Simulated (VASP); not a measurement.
# TiN (Osbornite) (Fm-3m) in VASP: notebook, part 3 of 3

VASP 6.6.1. Earlier steps stand in the parts before.

### Step 4. Single point, PBEsol

Input file INCAR:

```
SYSTEM = TiN
PREC = Accurate
ENCUT = 600
EDIFF = 1E-6
ISMEAR = -1
SIGMA = 0.1
LREAL = .FALSE.
LASPH = .TRUE.
NELM = 120
ALGO = Normal
ISIF = 2
LWAVE = .FALSE.
LCHARG = .TRUE.
GGA = PS
LELF = .TRUE.
LVHAR = .TRUE.
NBANDS = 16
GGA_COMPAT = .FALSE.
```

Input file KPOINTS:

```
Automatic mesh
0
G
  7 7 7
  0 0 0
```

Input file POSCAR:

```
TiN
1.0
    0.0000000000      2.1190000000      2.1190000000
    2.1190000000      0.0000000000      2.1190000000
    2.1190000000      2.1190000000      0.0000000000
Ti N
1 1
Direct
    0.0000000000      0.0000000000      0.0000000000
    0.5000000000      0.5000000000      0.5000000000
```

Potentials or basis: VASP PAW PBE potentials, release 64 (Ti_sv, N).

The run is started by

```
> cat potpaw_PBE.64/Ti_sv/POTCAR potpaw_PBE.64/N/POTCAR > POTCAR
> mpirun -np 1 vasp_std > vasp.out
```

OUTCAR:

```text
SYSTEM = TiN
   PREC = Accurate
   ENCUT = 600
   EDIFF = 1E-6
   ISMEAR = -1
   LREAL = .FALSE.
   LASPH = .TRUE.
   NELM = 120
   ISIF = 2
   GGA = PS

 ion  position               nearest neighbor table
   1  0.000  0.000  0.000-   2 2.12   2 2.12   2 2.12   2 2.12   2 2.12   2 2.12
   2  0.500  0.500  0.500-   1 2.12   1 2.12   1 2.12   1 2.12   1 2.12   1 2.12

  LATTYP: Found a face centered cubic cell.
 ALAT       =     4.2380000000

  Lattice vectors:

 A1 = (   0.0000000000,   2.1190000000,   2.1190000000)
 A2 = (   2.1190000000,   0.0000000000,   2.1190000000)
 A3 = (   2.1190000000,   2.1190000000,   0.0000000000)

Analysis of symmetry for initial positions (statically):
=====================================================================
 Subroutine PRICEL returns:
 Original cell was already a primitive cell.

 Routine SETGRP: Setting up the symmetry group for a
 face centered cubic supercell.

 Subroutine GETGRP returns: Found 48 space group operations
 (whereof 48 operations were pure point group operations)
 out of a pool of 48 trial point group operations.

The static configuration has the point symmetry O_h .
[... 152 lines left out ...]

  energy without entropy =      -20.75961868  energy(sigma->0) =      -20.77347298

 E-fermi :  11.3699     XC(G=0): -13.2363

 val. band max:       11.3163043249   @ k =  -0.4286   0.2857   0.0000
 cond. band min:      11.4248497218   @ k =   0.1429   0.0000   0.0000
 fundamental gap:      0.1085453969
 Fermi energy:        11.3699123007

 k-point     1 :       0.0000    0.0000    0.0000
  band No.  band energies     occupation
      1     -46.2448      2.00000
      2     -22.3238      2.00000
      3     -22.3238      2.00000
      4     -22.3238      2.00000
      5      -5.7140      2.00000
      6       9.3192      2.00000
[... 357 lines left out ...]
      3     -22.7119      2.00000
      4     -22.5119      2.00000
      5      -3.7740      2.00000
      6       5.3800      2.00000
[... 8 lines left out ...]
     15      23.0935      0.00000
     16      24.3546      0.00000

------------------------ aborting loop because EDIFF is reached ----------------------------------------

  FORCE on cell =-STRESS in cart. coord.  units (eV):
  Direction    XX          YY          ZZ          XY          YZ          ZX
  --------------------------------------------------------------------------------------
  -------------------------------------------------------------------------------------
  Total       -0.7645197     -0.7645197     -0.7645197     -0.0000000      0.0000000     -0.0000000
  in kB      -64.3689430    -64.3689430    -64.3689430     -0.0000000      0.0000000     -0.0000000
  external PRESSURE =     -64.3689430 kB  Pullay stress =       0.0000000 kB

 VOLUME and BASIS-vectors are now :
 -----------------------------------------------------------------------------
  energy-cutoff  :      600.00
  volume of cell :       19.03
      direct lattice vectors                 reciprocal lattice vectors
     0.000000000  2.119000000  2.119000000    -0.235960359  0.235960359  0.235960359
     2.119000000  0.000000000  2.119000000     0.235960359 -0.235960359  0.235960359
     2.119000000  2.119000000  0.000000000     0.235960359  0.235960359 -0.235960359

 POSITION                                       TOTAL-FORCE (eV/Angst)
 -----------------------------------------------------------------------------------
      0.00000      0.00000      0.00000         0.000000     -0.000000     -0.000000
      2.11900      2.11900      2.11900         0.000000      0.000000      0.000000
 -----------------------------------------------------------------------------------
    total drift:                                0.000000     -0.000000     -0.000000

  FREE ENERGIE OF THE ION-ELECTRON SYSTEM (eV)
  ---------------------------------------------------
  free  energy   TOTEN  =       -20.7873272786 eV

  energy  without entropy=      -20.7596186843  energy(sigma->0) =      -20.77347298
```

OSZICAR:

```text
N       E                     dE             d eps       ncg     rms          rms(c)
DAV:   1     0.144146471525E+03    0.14415E+03   -0.89053E+03   640   0.139E+03
DAV:   2    -0.161905033950E+02   -0.16034E+03   -0.14972E+03   712   0.377E+02
DAV:   3    -0.255376567659E+02   -0.93472E+01   -0.92478E+01   840   0.910E+01
DAV:   4    -0.257412955790E+02   -0.20364E+00   -0.20321E+00   808   0.124E+01
DAV:   5    -0.257448303540E+02   -0.35348E-02   -0.35344E-02   728   0.152E+00    0.184E+01
DAV:   6    -0.211785304698E+02    0.45663E+01   -0.12441E+01   824   0.537E+01    0.681E+00
DAV:   7    -0.208341979492E+02    0.34433E+00   -0.14402E+00   768   0.155E+01    0.500E+00
DAV:   8    -0.210594338351E+02   -0.22524E+00   -0.11184E+00   864   0.155E+01    0.654E+00
DAV:   9    -0.207954767130E+02    0.26396E+00   -0.36019E-01   704   0.960E+00    0.140E+00
DAV:  10    -0.207899832898E+02    0.54934E-02   -0.41486E-02   768   0.230E+00    0.379E-01
DAV:  11    -0.207874225094E+02    0.25608E-02   -0.48327E-03   760   0.671E-01    0.180E-01
DAV:  12    -0.207873835405E+02    0.38969E-04   -0.41696E-04   760   0.207E-01    0.866E-02
DAV:  13    -0.207873372795E+02    0.46261E-04   -0.20622E-04   776   0.227E-01    0.217E-02
DAV:  14    -0.207873274882E+02    0.97912E-05   -0.15193E-05   832   0.528E-02    0.631E-03
DAV:  15    -0.207873272786E+02    0.20968E-06   -0.21266E-06   712   0.134E-02
   1 F= -.20787327E+02 E0= -.20773473E+02  d E =-.277086E-01
```

Run time: 6.7 s. Hardware: 1 thread of Intel Xeon Platinum 8559C (Emerald Rapids), shared host; peak memory 0.13 GiB.

Results:

- Free energy: -20.7873 eV
- Pressure: -6.4 GPa

Caveat: the k points lie up to 0.37 Å⁻¹ apart; the PAW data sets were made with another functional, which shifts forces and pressure a little.

### Step 5. Single point, PBEsol

Input file INCAR:

```
  ALGO = Normal
  EDIFF = 1E-6
  ENCUT = 600
  GGA = PS
  GGA_COMPAT = F
  ISIF = 2
  ISMEAR = -1
  LASPH = T
  LCHARG = F
  LREAL = F
  LWAVE = F
  NBANDS = 16
  NELM = 120
  PREC = Accurate
  SIGMA = 0.1
```

Input file KPOINTS:

```
k-points
0
Gamma
  9 9 9
```

POSCAR is that of step 4.

The run is started by

```
> cat potpaw_PBE.64/Ti_sv/POTCAR potpaw_PBE.64/N/POTCAR > POTCAR
> mpirun -np 1 vasp_std > vasp.out
```

Run time: 8.1 s. Hardware: 1 thread of Intel Xeon Platinum 8559C (Emerald Rapids), shared host; peak memory 0.14 GiB.

It converged, with:

```yaml
Free_energy: -20.7920 eV
Pressure: -6.5 GPa
```

Levels at points of the mesh, in eV from the Fermi level:
```
           k point  band 7  band 8  band 9  band 10  band 11  band 12
(0.00, 0.00, 0.00)   -1.97   -1.97   -0.58    -0.58    -0.58     0.62
```

Caveat: the PAW data sets were made with another functional, which shifts forces and pressure a little.

### Step 6. Single point, PBEsol

Input file INCAR:

```
PREC = Accurate
ENCUT = 600
EDIFF = 1E-6
ISMEAR = -1
SIGMA = 0.1
LREAL = F
LASPH = T
NELM = 120
ALGO = Normal
ISIF = 2
LWAVE = F
LCHARG = F
GGA = PS
NBANDS = 16
GGA_COMPAT = F
```

Input file KPOINTS:

```
Automatic mesh
0
Gamma
  11 11 11
```

POSCAR is that of step 5.

Potentials or basis: VASP PAW PBE potentials, release 64 (Ti_sv, N).

The run is started by

```
> cat potpaw_PBE.64/Ti_sv/POTCAR potpaw_PBE.64/N/POTCAR > POTCAR
> mpirun -np 1 vasp_std > vasp.out
```

Wall time 13 s (1 thread of Intel Xeon Platinum 8559C (Emerald Rapids), shared host); peak memory 0.15 GiB.

Results (log left out):

| Item | Value |
| --- | --- |
| Free energy | -20.7835 eV |
| Pressure | -6.4 GPa |

Levels at points of the mesh, in eV from the Fermi level:
| k point | band 7 | band 8 | band 9 | band 10 | band 11 | band 12 |
| --- | --- | --- | --- | --- | --- | --- |
| (0.00, 0.00, 0.00) | -2.02 | -2.02 | -0.63 | -0.63 | -0.63 | 0.58 |

Caveat: the PAW data sets were made with another functional, which shifts forces and pressure a little.

### Step 7. The runs side by side

| k mesh | gap on the mesh (eV) | pressure (GPa) |
| --- | --- | --- |
| 4 × 4 × 4 | none | -5.9 |
| 6 × 6 × 6 | none | -6.6 |
| 7 × 7 × 7 | none | -6.4 |
| 9 × 9 × 9 | none | -6.5 |
| 11 × 11 × 11 | none | -6.4 |

Alike in all rows: task single point; level PBEsol; potentials or basis VASP PAW PBE potentials, release 64 (Ti_sv, N); no spin polarisation; cell as given; cutoff (eV) 600; smearing fermi-dirac 0.1 eV.

Caveats: some runs use coarse meshes; the PAW data sets were made with another functional, which shifts forces and pressure a little.

Total energies depend on the potentials used, so only differences within one code and one set of settings carry meaning.
